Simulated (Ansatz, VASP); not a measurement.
# CdS in VASP and in Ansatz

Contents of POSCAR:

```
CdS
1.0
    0.0000000000      2.9165000000      2.9165000000
    2.9165000000      0.0000000000      2.9165000000
    2.9165000000      2.9165000000      0.0000000000
Cd S
1 1
Direct
    0.0000000000      0.0000000000      0.0000000000
    0.7500000000      0.7500000000      0.7500000000
```

The input INCAR.step1:

```
ALGO = Normal
EDIFF = 1E-5
ENCUT = 520
GGA = PE
ISIF = 2
ISMEAR = -1
LASPH = True
LCHARG = False
LREAL = False
LWAVE = True
NBANDS = 16
NELM = 60
PREC = Accurate
SIGMA = 0.05
```

INCAR.step2

```
AEXX = 0.05
ALGO = Normal
EDIFF = 1E-6
ENCUT = 520
GGA = PE
HFSCREEN = 0.2
ISIF = 2
ISMEAR = -1
ISTART = 1
LASPH = True
LCHARG = False
LHFCALC = True
LREAL = False
LWAVE = False
NBANDS = 16
NELM = 60
PREC = Accurate
PRECFOCK = Normal
SIGMA = 0.05
```

The input KPOINTS:

```
k-points
0
Gamma
  4 4 4
```

input.yaml

```yaml
crystal:
  lattice:
    - [0.0, 2.9165, 2.9165]
    - [2.9165, 0.0, 2.9165]
    - [2.9165, 2.9165, 0.0]
  atoms:
    - { symbol: Cd, position: [0.0, 0.0, 0.0] }
    - { symbol: S, position: [0.75, 0.75, 0.75] }
hamiltonian:
  xc: { exchange: pbe, correlation: pbe, exx: { coeff: 0.05, omega: 0.2 } }
  pseudopotentials: { kind: paw }
kpoints:
  mp_grid: { grid: [4, 4, 4] }
scf:
  occupations: { method: fermi_dirac, width: 0.05 }
output:
  forces: true
  stress: true
  eigenvalues: true
```

Alike in both runs: task single point; functional PBE-based screened hybrid; k mesh 4 × 4 × 4; occupations fermi-dirac, width 0.05 eV; no spin polarisation.

```csv
,VASP,Ansatz
version,VASP 6.6.1,Ansatz 0.2.0
potentials or method,"VASP PAW PBE potentials, release 64 (Cd, S)",Ansatz PAW
plane-wave cutoff (eV),520,420
valence electrons in the cell,18,26
```

VASP gave:

| Item | Value |
| --- | --- |
| gap on the k mesh at the Fermi level (eV) | 1.34 |
| least direct gap on the mesh (eV) | 1.34 |
| pressure (GPa) | 3.1 |

Q: What did Ansatz give for the same quantities?

A: gap on the k mesh at the Fermi level (eV): 1.34; least direct gap on the mesh (eV): 1.34; pressure (GPa): 2.8.

VASP's potentials were made for PBE, not for PBE-based screened hybrid. With one functional, cell and mesh, what is left measures potentials, basis and numerics. VASP's potentials hold 18 valence electrons a cell and Ansatz's 26, so a difference there can come from the potentials and not from the codes.

The k mesh is coarse, so the values compare programs but aren't converged.
